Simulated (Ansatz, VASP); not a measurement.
**Ge in VASP and in Ansatz**

```xyz
8
Lattice="4.0046 0.0000 0.0000 -2.0023 3.4681 0.0000 0.0000 0.0000 13.1336" Properties=species:S:1:pos:R:3 pbc="T T T"
Ge    0.0000    0.0000    0.0064
Ge    0.0000    2.3121    3.2780
Ge    0.0000    0.0000    6.5732
Ge    2.0023    1.1560    9.8448
Ge    0.0000    0.0000    2.4562
Ge    0.0000    2.3121    5.7514
Ge    0.0000    0.0000    9.0230
Ge    2.0023    1.1560   12.3182
```

Alike in both runs: task single point; functional LDA; k mesh 12 × 12 × 2; occupations fermi-dirac, width 0.02 eV; no spin polarisation.

```csv
,VASP,Ansatz
version,VASP 6.6.1,Ansatz 0.2.0
potentials or method,"VASP PAW LDA potentials, release 64 (Ge_d)","plane waves, PAW"
plane-wave cutoff (eV),520,420
valence electrons in the cell,112,112
```

|  | VASP | Ansatz | Ansatz less VASP |
| --- | --- | --- | --- |
| pressure (GPa) | -1.8 | -1.9 | -0.08 |
| rms of the force components (eV/Å) | 0.009 | 0.009 | -0.0004 |

LDA's correlation is that of Perdew and Zunger in VASP and of Perdew and Wang (1992) in Ansatz. Atom by atom the forces differ by 0.001 eV/Å (rms over components).
